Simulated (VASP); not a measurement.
# LiSc12 (a cell with a defect) in VASP: notebook

Runs on LiSc12 (a cell with a defect). Level: PBE+D3(BJ). Tasks: single point.

Program: VASP 6.6.1. These are calculated values, not measurements. Logs are shortened: lines on timing, memory, paths and dates and some standing lists are left out, and cuts for length are marked.

## (1) The cell of the first run

The cell holds a defect, 13 atoms: a = 6.620 Å, b = 9.930 Å, c = 5.276 Å, α = 90.00°, β = 90.00°, γ = 120.00°.

## (2) Single point, PBE+D3(BJ)

File INCAR:

```
SYSTEM = LiSc12
ALGO     = Normal         ! electronic algorithm
EDIFF    = 1E-6           ! SCF threshold, eV
ENCUT    = 520            ! plane-wave cutoff, eV
GGA      = PE             ! functional
ISIF     = 2              ! what is computed and relaxed
ISMEAR   = 0              ! smearing method
IVDW     = 12             ! dispersion correction
LASPH    = .True.         ! aspherical terms in the spheres
LCHARG   = .True.         ! write CHGCAR
LELF     = .True.         ! ELF
LREAL    = .False.        ! projectors in reciprocal space
LVHAR    = .True.       
LWAVE    = .False.        ! write WAVECAR
NBANDS   = 80             ! bands
NELM     = 80             ! most SCF steps
PREC     = Accurate       ! precision mode
SIGMA    = 0.1            ! smearing width, eV
```

File KPOINTS:

```
k-points
0
Gamma
  3 2 3
  0 0 0
```

File POSCAR:

```
LiSc12
1.0
    6.6200000000      0.0000000000      0.0000000000
   -4.9650000000      8.5996320000      0.0000000000
    0.0000000000      0.0000000000      5.2761400000
Sc Li
12 1
Direct
    0.0083339740      0.0066017941      0.0022759062
    0.1787165443      0.2283563994      0.5119331557
   -0.0102767072      0.3221750652      0.0140149806
    0.1146738614      0.5016543731      0.5112967055
   -0.0048333463      0.6673307649      0.0250745810
    0.1547720249      0.9178803233      0.5015128484
    0.4971246178      0.0003164089      0.0143965096
    0.6544148918      0.2099578215      0.5190262199
    0.5111708722      0.3402797934      0.0206194301
    0.6727750959      0.5699800875      0.5277308790
    0.4972254475      0.6628353399      0.0275864552
    0.7271973930      0.9212341877      0.5005450955
    0.3290838630      0.7667452514     -0.4329940070
```

Potentials or basis: VASP PAW PBE potentials, release 64 (Sc_sv, Li_sv).

On the command line:

```sh
$ cat potpaw_PBE.64/Sc_sv/POTCAR potpaw_PBE.64/Li_sv/POTCAR > POTCAR
$ mpirun -np 1 vasp_std > vasp.out
```

OUTCAR:

```text
SYSTEM = LiSc12
   EDIFF = 1E-6
   ENCUT = 520
   GGA = PE
   ISIF = 2
   ISMEAR = 0
   IVDW = 12
   LASPH = .True.
   LREAL = .False.
   NELM = 80
   PREC = Accurate
 IVDW          = 12

 ion  position               nearest neighbor table
   1  0.008  0.007  0.002-   6 3.08  12 3.08   6 3.09  12 3.10   3 3.20   2 3.21   7 3.27   2 3.30
                             9 3.32   5 3.33   7 3.35  11 3.40
   2  0.179  0.228  0.512-   4 2.95   6 3.01  12 3.02   1 3.21   9 3.22   3 3.24   8 3.24   3 3.26
                             9 3.29   1 3.30  10 3.33   8 3.38
   3  0.990  0.322  0.014-   4 3.04   4 3.07   1 3.20   7 3.23   2 3.24   8 3.24   2 3.26   9 3.26
                             8 3.29   9 3.37  11 3.37   5 3.41
   4  0.115  0.502  0.511-  13 2.30   2 2.95   8 2.97   3 3.04   3 3.07  10 3.32   5 3.35  11 3.38
                            10 3.41
   5  0.995  0.667  0.025-  10 3.21   9 3.23  10 3.23  11 3.27   7 3.32   6 3.32   1 3.33  11 3.35
                             4 3.35   3 3.41
   6  0.155  0.918  0.502-  13 2.33  12 2.85   2 3.01   1 3.08   1 3.09   8 3.13   7 3.25   5 3.32
                            10 3.33   7 3.36
   7  0.497  0.000  0.014-   8 3.18   8 3.22   3 3.23   6 3.25   1 3.27  12 3.27   5 3.32   9 3.33
                            11 3.35   1 3.35   6 3.36  12 3.39
   8  0.654  0.210  0.519-   4 2.97   6 3.13  12 3.14   7 3.18   7 3.22   3 3.24   2 3.24   9 3.27
                             3 3.29   9 3.29   2 3.38
   9  0.511  0.340  0.021-   2 3.22   5 3.23  11 3.25   3 3.26  10 3.27   8 3.27   8 3.29   2 3.29
                             1 3.32  10 3.33   7 3.33   3 3.37
  10  0.673  0.570  0.528-  11 3.20  11 3.20   5 3.21   5 3.23   9 3.27   4 3.32  12 3.33   9 3.33
                             6 3.33   2 3.33   4 3.41
  11  0.497  0.663  0.028-  10 3.20  10 3.20   9 3.25   5 3.27   5 3.35  12 3.35   7 3.35   3 3.37
                             4 3.38   1 3.40
  12  0.727  0.921  0.501-  13 2.32   6 2.85   2 3.02   1 3.08   1 3.10   8 3.14   7 3.27  10 3.33
                            11 3.35   7 3.39
  13  0.329  0.767  0.567-   4 2.30  12 2.32   6 2.33

  LATTYP: Found a simple monoclinic cell.
 ALAT       =     6.6200000000
 B/A-ratio  =     0.7970000000
 C/A-ratio  =     1.3228756170
 COS(beta)  =    -0.1889822420

  Lattice vectors:

 A1 = (   6.6200000000,   0.0000000000,   0.0000000000)
 A2 = (   0.0000000000,   0.0000000000,   5.2761400000)
 A3 = (  -1.6550000000,  -8.5996320000,   0.0000000000)

Analysis of symmetry for initial positions (statically):
=====================================================================
 Subroutine PRICEL returns:
 Original cell was already a primitive cell.

 Routine SETGRP: Setting up the symmetry group for a
 simple monoclinic supercell.

[... 162 lines left out ...]
   IMIX   =      4    mixing-type and parameters
     AMIX     =   0.40;   BMIX     =  1.00
     AMIX_MAG =   1.60;   BMIX_MAG =  1.00
  volume/ion in A,a.u.               =      23.11       155.92
  Fermi-wavevector in a.u.,A,eV,Ry     =   1.254011  2.369737 21.395756  1.572544
  Thomas-Fermi vector in A             =   2.387836
   LORBIT       =      0    0 simple, 1 ext, 2 COOP (PROOUT), +10 PAW based schemes
   GGA     = PE    functional components
   LHFCALC =     F    Hartree Fock is set to
   AEXX    =    0.0000 exact exchange contribution
   IVDW    =    12    specifies the selected vdW correction
   LEPSILON=     F    determine dielectric tensor
   LRPA    =     F    only Hartree local field effects (RPA)
 non-spin polarized calculation
 Gauss-broadening in eV      SIGMA  =   0.10
  energy-cutoff  :      520.00
  volume of cell :      300.37
 maximum number of plane-waves:      8103
 NGX is ok and might be reduce to    50
   NGX = 25   NGY = 37   NGZ = 19

 number of electron     135.0000010 magnetization

 Free energy of the ion-electron system (eV)
  ---------------------------------------------------
  ext. energy  EPLUGINS =         0.00000000
  ---------------------------------------------------
  free energy    TOTEN  =       -75.08734817 eV

  energy without entropy =      -74.95781827  energy(sigma->0) =      -75.02258322

 E-fermi :   3.7087     XC(G=0):  -9.9106

 val. band max:        3.7043428522   @ k =   0.3333   0.5000   0.0000
 cond. band min:       3.7098626538   @ k =   0.3333   0.5000   0.3333
 fundamental gap:      0.0055198016
 Fermi energy:         3.7087418302

 k-point     1 :       0.0000    0.0000    0.0000
  band No.  band energies     occupation
      1     -45.7689      2.00000
      2     -45.7317      2.00000
      3     -45.7108      2.00000
      4     -45.7049      2.00000
      5     -45.6817      2.00000
      6     -45.5751      2.00000
[... 809 lines left out ...]
     78       4.7724      0.00000
     79       4.8195      0.00000
 [bands above 79 left out]

------------------------ aborting loop because EDIFF is reached ----------------------------------------

 Edisp (eV)   -5.05607

 E8    (eV) :    -2.4374

  FORCE on cell =-STRESS in cart. coord.  units (eV):
  Direction    XX          YY          ZZ          XY          YZ          ZX
  --------------------------------------------------------------------------------------
  -------------------------------------------------------------------------------------
  Total       1.30241     2.39791    -6.53722    -0.00596    -0.18173    -0.01556
  in kB       6.94710    12.79057   -34.86981    -0.03181    -0.96936    -0.08300
  external pressure =       -5.04 kB  Pullay stress =        0.00 kB

 VOLUME and BASIS-vectors are now :
 -----------------------------------------------------------------------------
  energy-cutoff  :      520.00
  volume of cell :      300.37
      direct lattice vectors                 reciprocal lattice vectors
     6.620000000  0.000000000  0.000000000     0.151057402  0.087213034  0.000000000
    -4.965000000  8.599632000  0.000000000     0.000000000  0.116284046  0.000000000
     0.000000000  0.000000000  5.276140000     0.000000000  0.000000000  0.189532499

 POSITION                                       TOTAL-FORCE (eV/Angst)
 -----------------------------------------------------------------------------------
      0.02239      0.05677      0.01201        -0.000901      0.002505      0.002582
      0.04931      1.96378      2.70103         0.002046      0.008259      0.001081
      4.95237      2.77059      0.07394         0.000658     -0.002527     -0.000272
     -1.73157      4.31404      2.69767         0.000154      0.003074     -0.002968
      3.27471      5.73880      0.13230         0.015906      0.005896      0.001089
     -3.53269      7.89343      2.64605         0.005487     -0.005720     -0.002701
      3.28939      0.00272      0.07596         0.000149     -0.010068     -0.000781
      3.28979      1.80556      2.73845        -0.002083      0.002491      0.001238
      1.69446      2.92628      0.10879        -0.001293      0.004692     -0.002876
      1.62382      4.90162      2.78438         0.003883     -0.004437      0.003865
      0.00065      5.70014      0.14555        -0.018692      0.006008     -0.000924
      0.24012      7.92228      2.64095        -0.002148     -0.004151     -0.000912
     -1.62836      6.59373      2.99160        -0.003167     -0.006022      0.001578
 -----------------------------------------------------------------------------------
    total drift:                                0.000450     -0.000305      0.000032

  FREE ENERGIE OF THE ION-ELECTRON SYSTEM (eV)
  ---------------------------------------------------
  free  energy   TOTEN  =       -80.1434163056 eV

  energy  without entropy=      -80.0138863973  energy(sigma->0) =      -80.07865135
```

OSZICAR:

```text
N       E                     dE             d eps       ncg     rms          rms(c)
DAV:   1     0.316155231780E+04    0.31616E+04   -0.57275E+04  1600   0.180E+03
DAV:   2     0.183468544384E+03   -0.29781E+04   -0.29518E+04  2320   0.861E+02
DAV:   3    -0.633503989367E+02   -0.24682E+03   -0.24049E+03  2568   0.350E+02
[... 12 lines left out ...]
DAV:  16    -0.750873533682E+02    0.23444E-04   -0.33825E-04  2512   0.137E-01    0.272E-02
DAV:  17    -0.750873544385E+02   -0.10703E-05   -0.96090E-05  2528   0.693E-02    0.155E-02
DAV:  18    -0.750873499857E+02    0.44528E-05   -0.30996E-05  2232   0.425E-02    0.637E-03
DAV:  19    -0.750873485489E+02    0.14368E-05   -0.76832E-06  1696   0.193E-02    0.293E-03
DAV:  20    -0.750873481748E+02    0.37412E-06   -0.12058E-06  1144   0.114E-02
   1 F= -.80143416E+02 E0= -.80078651E+02  d E =-.129530E+00
```

Run time: 14 min. Hardware: 1 thread of Intel Xeon 8259CL, shared host; peak memory 0.48 GiB.

What came out:

| Quantity | Value |
| --- | --- |
| Free energy | -80.1434 eV |
| Largest force | 0.020 eV/Å |
| Band gap on the k mesh | zero (an odd number of electrons rules out a gap without spin polarisation) |
| Dispersion energy per atom | -0.389 eV |

Forces on the atoms (eV/Å):
```
Sc  -0.001  0.003  0.003
Sc   0.002  0.008  0.001
Sc   0.001 -0.003  0.000
Sc   0.000  0.003 -0.003
Sc   0.016  0.006  0.001
Sc   0.005 -0.006 -0.003
Sc   0.000 -0.010 -0.001
Sc  -0.002  0.002  0.001
Sc  -0.001  0.005 -0.003
Sc   0.004 -0.004  0.004
Sc  -0.019  0.006 -0.001
Sc  -0.002 -0.004 -0.001
Li  -0.003 -0.006  0.002
```

Levels at points of the mesh, in eV from the Fermi level:
```
           k point  band 65  band 66  band 67  band 68  band 69  band 70
(0.00, 0.00, 0.00)    -0.43    -0.42    -0.24    -0.20    -0.18     0.05
(0.00, 0.50, 0.00)    -0.45    -0.28    -0.25    -0.17    -0.15    -0.06
```

Caveat: the k points lie up to 0.40 Å⁻¹ apart, too coarse for converged energies and pressures of a metal; the cutoff is under 1.25 times the usual one of these potentials, so pressure, stress and relaxed cells hold a basis-set (Pulay) error.

## (3) Single point, PBE+D3(BJ)

File INCAR:

```
SYSTEM = LiSc12
  PREC = Accurate
  ENCUT = 520
  EDIFF = 1E-7
  ISMEAR = 0
  SIGMA = 0.1
  LREAL = .FALSE.
  LASPH = .TRUE.
  NELM = 60
  ALGO = Normal
  ISIF = 2
  LWAVE = .FALSE.
  LCHARG = .FALSE.
  GGA = PE
  IVDW = 12
  NBANDS = 80
```

File KPOINTS:

```
regular mesh
0
G
  3 2 3
  0 0 0
```

File POSCAR:

```
LiSc12
1.0
    6.6200000000      0.0000000000      0.0000000000
   -4.9650000000      8.5996320000      0.0000000000
    0.0000000000      0.0000000000      5.2761400000
Sc Li
12 1
Direct
   -0.0062008933     -0.0141748832      0.0280815506
    0.1552170231      0.2152905038      0.5207511004
    0.0123242989      0.3460004489      0.0190651738
    0.1695856665      0.5555926515      0.5144280122
   -0.0606689062      0.6345021376      0.0005976542
    0.1697486582      0.8928865598      0.5276981847
    0.5517617395      0.0540177395      0.0112318892
    0.6767702489      0.2336434533      0.5139806088
    0.4877491353      0.3272505399      0.0121218719
    0.6581568717      0.5491151312      0.5024286479
    0.5118738826      0.6380163507      0.0016522756
    0.6710040441      0.8883499850      0.5252382080
    0.3374829308      0.7890697821      0.0671890226
```

Potentials or basis: VASP PAW PBE potentials, release 64 (Sc_sv, Li_sv).

On the command line:

```sh
$ cat potpaw_PBE.64/Sc_sv/POTCAR potpaw_PBE.64/Li_sv/POTCAR > POTCAR
$ mpirun -np 1 vasp_std > vasp.out
```

It took 8.2 min on 1 thread of Intel Xeon 8259CL, shared host; peak memory 0.43 GiB.

It converged, with:

| Item | Value |
| --- | --- |
| Free energy | -80.1435 eV |
| Largest force | 0.013 eV/Å |
| Band gap on the k mesh | zero (an odd number of electrons rules out a gap without spin polarisation) |
| Dispersion energy per atom | -0.389 eV |

Forces in eV/Å, atoms in the order of the input:
```
Sc  -0.003  0.000 -0.001
Sc   0.001  0.002 -0.001
Sc   0.000 -0.013  0.002
Sc  -0.002  0.003  0.000
Sc   0.004  0.006  0.000
Sc  -0.001 -0.004  0.001
Sc   0.005  0.006 -0.001
Sc   0.004  0.000  0.001
Sc  -0.007  0.000 -0.001
Sc   0.000 -0.001  0.002
Sc  -0.003  0.001 -0.003
Sc   0.000 -0.003  0.001
Li   0.002  0.001  0.000
```

Levels at points of the mesh, in eV from the Fermi level:
```
           k point  band 63  band 64  band 65  band 66  band 67  band 68  band 69  band 70  band 71  band 72
(0.00, 0.00, 0.00)    -0.54    -0.52    -0.43    -0.41    -0.24    -0.20    -0.18     0.05     0.32     0.40
(0.00, 0.50, 0.00)    -0.58    -0.57    -0.45    -0.28    -0.25    -0.17    -0.15    -0.06     0.02     0.65
```

Caveat: the k points lie up to 0.40 Å⁻¹ apart, too coarse for converged energies and pressures of a metal; the cutoff is under 1.25 times the usual one of these potentials, so pressure, stress and relaxed cells hold a basis-set (Pulay) error.

## (4) Single point, PBE+D3(BJ)

File INCAR:

```
PREC = Accurate ; ENCUT = 520
EDIFF = 1E-7 ; ISMEAR = 0
SIGMA = 0.1 ; LREAL = F
LASPH = T ; NELM = 100
ALGO = Normal ; ISIF = 2
LWAVE = F ; LCHARG = T
GGA = PE ; IVDW = 12
LELF = T ; LVHAR = T
NBANDS = 80
```

File KPOINTS:

```
Automatic mesh
0
Gamma
  3 2 3
```

File POSCAR:

```
LiSc12
1.0
    6.6200000000      0.0000000000      0.0000000000
   -4.9650000000      8.5996320000      0.0000000000
    0.0000000000      0.0000000000      5.2761400000
Sc Li
12 1
Direct
    0.0083339973      0.0066017678      0.0022758803
    0.1787164675      0.2283563596      0.5119332103
   -0.0102766536      0.3221751136      0.0140148942
    0.1146738754      0.5016543583      0.5112966161
   -0.0048334331      0.6673307270      0.0250746574
    0.1547719934      0.9178803706      0.5015128555
    0.4971246494      0.0003163563      0.0143965182
    0.6544148943      0.2099578204      0.5190262675
    0.5111709262      0.3402798523      0.0206193704
    0.6727750645      0.5699800766      0.5277309516
    0.4972254942      0.6628353653      0.0275863971
    0.7271972877      0.9212341514      0.5005450135
    0.3290838767      0.7667452309     -0.4329940421
```

On the command line:

```sh
$ cat potpaw_PBE.64/Sc_sv/POTCAR potpaw_PBE.64/Li_sv/POTCAR > POTCAR
$ mpirun -np 1 vasp_std > vasp.out
```

Run time: 8.6 min. Hardware: 1 thread of Intel Xeon 8259CL, shared host; peak memory 0.45 GiB.

Results (log left out):

```
Free energy                : -80.1434 eV
Largest force              : 0.019 eV/Å
Band gap on the k mesh     : zero (an odd number of electrons rules out a gap without spin polarisation)
Dispersion energy per atom : -0.389 eV
```

Forces in eV/Å, atoms in the order of the input:
```
Sc  -0.001  0.003  0.003
Sc   0.002  0.009  0.001
Sc   0.001 -0.003  0.000
Sc   0.000  0.003 -0.003
Sc   0.016  0.006  0.001
Sc   0.006 -0.006 -0.003
Sc   0.000 -0.010 -0.001
Sc  -0.002  0.003  0.001
Sc  -0.001  0.005 -0.003
Sc   0.004 -0.005  0.004
Sc  -0.019  0.006 -0.001
Sc  -0.002 -0.004 -0.001
Li  -0.003 -0.006  0.002
```

Levels at points of the mesh, in eV from the Fermi level:
```tsv
k point	band 63	band 64	band 65	band 66	band 67	band 68	band 69	band 70	band 71	band 72
(0.00, 0.00, 0.00)	-0.54	-0.52	-0.43	-0.42	-0.24	-0.20	-0.18	0.05	0.32	0.40
(0.00, 0.50, 0.00)	-0.58	-0.57	-0.45	-0.28	-0.25	-0.17	-0.15	-0.06	0.02	0.65
```

Caveat: the k points lie up to 0.40 Å⁻¹ apart, too coarse for converged energies and pressures of a metal; the cutoff is under 1.25 times the usual one of these potentials, so pressure, stress and relaxed cells hold a basis-set (Pulay) error.
